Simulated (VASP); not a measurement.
Runs of VASP 6.6.1 on FePb. The structure is that of space group Pm-3m (No. 221), or close to it. The cells are those of the table. 

```csv
task,level,spin,cell,cutoff (eV),gap on the mesh (eV),pressure (GPa)
single point,PBE,off,"a = 3.261 Å, 2 atoms",520,none,-0.1
relaxation of cell and atoms,PBE,off,"relaxed from a = 3.399 Å, 2 atoms",600,none,0.0
single point,r2SCAN,off,"a = 3.399 Å, 2 atoms",520,none,(a)
single point,PBE,"collinear, ferromagnetic start","a = 3.399 Å, 2 atoms",520,none,-10.0
single point,PBE,off,"a = 3.399 Å, 2 atoms",520,none,-10.0
```

Alike in all rows: potentials or basis VASP PAW PBE potentials, release 64 (Fe, Pb_d); k mesh 12 × 12 × 12; smearing gaussian 0.1 eV.

Question: Estimate the missing entries.

Answer: (a) -13.1.

Caveats: spin-orbit coupling is left out, which moves the levels of the heavy elements; the cell stands under tension (at least some runs); the PAW data sets were made with another functional, which shifts forces and pressure a little (at least some runs).

A k mesh can miss the band edges, and the runs leave out spin-orbit coupling on Pb.

A gap of «none» marks levels without a gap at the run's occupations.
